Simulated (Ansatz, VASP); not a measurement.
**Al2Ru in VASP and in Ansatz**

Contents of INCAR:

```
PREC     = Accurate       # precision mode
ENCUT    = 520            # plane-wave cutoff, eV
EDIFF    = 1E-6           # SCF threshold, eV
ISMEAR   = 0              # smearing method
SIGMA    = 0.03           # smearing width, eV
LREAL    = False          # projectors in reciprocal space
LASPH    = True           # aspherical terms in the spheres
NELM     = 60             # most SCF steps
ALGO     = Normal         # electronic algorithm
ISIF     = 2              # what is computed and relaxed
LWAVE    = False          # write WAVECAR
LCHARG   = True           # write CHGCAR
GGA      = PS             # functional
LELF     = True           # ELF
LVHAR    = True         
NBANDS   = 29             # bands
```

KPOINTS

```
regular mesh
0
Gamma
  10 10 10
```

The input POSCAR:

```
Al2Ru
1.0
    0.0000000000      4.1072774818      4.5166317292
    2.4210861652      0.0000000000      4.5166317292
    2.4210861652      4.1072774818      0.0000000000
Al Ru
4 2
Direct
    0.0789481736      0.4210518264      0.0789481736
    0.4210518264      0.0789481736      0.4210518264
    0.1710518264      0.8289481736      0.1710518264
    0.8289481736      0.1710518264      0.8289481736
    0.7500000000      0.7500000000      0.7500000000
    0.5000000000      0.5000000000      0.5000000000
```

Input for Ansatz:

```yaml
crystal:
  lattice:
    - [0.0, 4.1072774818, 4.5166317292]
    - [2.4210861652, 0.0, 4.5166317292]
    - [2.4210861652, 4.1072774818, 0.0]
  atoms:
    - { symbol: Al, position: [0.0789481736, 0.4210518264, 0.0789481736] }
    - { symbol: Al, position: [0.4210518264, 0.0789481736, 0.4210518264] }
    - { symbol: Al, position: [0.1710518264, 0.8289481736, 0.1710518264] }
    - { symbol: Al, position: [0.8289481736, 0.1710518264, 0.8289481736] }
    - { symbol: Ru, position: [0.75, 0.75, 0.75] }
    - { symbol: Ru, position: [0.5, 0.5, 0.5] }
basis:
  ecutwfc: 420
kpoints:
  mp_grid: { grid: [10, 10, 10] }
hamiltonian:
  xc: pbesol
scf:
  occupations: { method: gaussian, width: 0.03 }
output:
  forces: true
  stress: true
  eigenvalues: true
```

Change from the starting cell: strain +0.030 along x and y, +0.030 along z, atoms carried along.

Alike in both runs: task single point; functional PBEsol; k mesh 10 × 10 × 10; occupations gaussian, width 0.03 eV; no spin polarisation.

```csv
,VASP,Ansatz
version,VASP 6.6.1,Ansatz 0.2.0
potentials or method,"VASP PAW PBE potentials, release 64 (Al, Ru_pv), cutoff 520 eV","scalar-relativistic, plane waves, PAW"
valence electrons in the cell,40,44
```

|  | VASP | Ansatz | Ansatz less VASP |
| --- | --- | --- | --- |
| gap on the k mesh at the Fermi level (eV) | 0.04 | 0.04 | +0.001 |
| least direct gap on the mesh (eV) | 1.08 | 1.08 | +0.001 |
| pressure (GPa) | -13.2 | -13.3 | -0.07 |
| traceless stress, the component that is largest in VASP (GPa) | 1.14 | 1.16 | +0.017 |
| rms of the force components (eV/Å) | 0.051 | 0.051 | 0.0000 |

VASP's potentials were made for PBE, not for PBEsol. Atom by atom the forces differ by 0.000 eV/Å (rms over components). VASP's potentials hold 40 valence electrons a cell and Ansatz's 44, so a difference there can come from the potentials and not from the codes.
